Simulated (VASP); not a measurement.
# LiBe16 (a cell with a defect): single point with PBE

LiBe16 (a cell with a defect):

```
Be Li
1.0
    -2.29000   -3.96640    0.00000
     3.43500   -1.98320    0.00000
     0.00000    0.00000    7.17686
Be Li
16 1
Direct
  0.74704 0.47153 0.01863
  0.48975 0.30944 0.25486
  0.73872 0.39958 0.50863
  0.54935 0.55272 0.76161
  0.49352 0.96280 0.00395
  0.24620 0.81926 0.25385
  0.52193 0.91042 0.48877
  0.18523 0.78126 0.77436
  0.24549 0.48968 0.01030
  0.99605 0.32964 0.25922
  0.25153 0.50708 0.49064
  0.96093 0.38760 0.76938
  0.00390 0.00797 0.01518
  0.74894 0.82177 0.24941
  0.98817 0.93136 0.50283
  0.76016 0.97218 0.75745
  0.32739 0.17663 0.69045
```

| Property | Result |
| --- | --- |
| Program | VASP 6.6.1 |
| Task | single point |
| Functional | PBE |
| Potentials or basis | VASP PAW PBE potentials, release 64 (Be, Li_sv) |
| Cutoff | 520 eV |
| k mesh | 4 × 4 × 3 |
| Occupations | gaussian, width 0.1 eV |
| Spin | no spin polarisation |
| Dipole correction | no |
| Further INCAR settings | LREAL = Auto; ALGO = Normal; EDIFF = 1e-07; NBANDS = 32 |

| Item | Value |
| --- | --- |
| Largest force | 1.004 eV/Å |
| Band gap on the k mesh | zero (an odd number of electrons rules out a gap without spin polarisation) |

Forces on the atoms (eV/Å):
```
Be  -0.005 -0.037  0.026
Be  -0.049 -0.077 -0.023
Be   0.128 -0.097  0.056
Be   0.477 -0.360 -0.020
Be  -0.060  0.094 -0.168
Be  -0.081  0.040 -0.098
Be   0.052  0.203 -0.022
Be   0.051  0.342 -0.128
Be  -0.196  0.052 -0.056
Be  -0.205  0.124 -0.027
Be  -0.103  0.393  0.006
Be  -0.171  0.188  0.086
Be  -0.014  0.136 -0.103
Be  -0.119  0.088 -0.026
Be   0.450 -0.653 -0.186
Be   0.069 -0.049 -0.215
Li  -0.225 -0.388  0.898
```

Levels at points of the mesh, in eV from the Fermi level:
```tsv
k point	band 14	band 15	band 16	band 17	band 18	band 19	band 20	band 21
(0.00, 0.00, 0.00)	-3.17	-2.93	-1.34	-0.27	0.16	0.47	0.57	1.11
(0.50, 0.00, 0.00)	-2.33	-2.00	-1.56	-1.14	-0.39	-0.15	0.20	0.50
(0.00, 0.50, 0.00)	-3.63	-3.31	-2.78	-2.11	-0.18	0.57	1.15	1.18
(0.50, 0.50, 0.00)	-1.30	-1.08	-0.93	0.08	0.26	0.53	0.57	1.30
```

Wall time 2.6 min on 1 thread of AMD EPYC 9R45 96-Core Processor (Zen 5), with other jobs on the host, peak memory 0.22 GiB.

Caveat: the k points lie up to 0.40 Å⁻¹ apart, too coarse for converged energies and pressures of a metal.
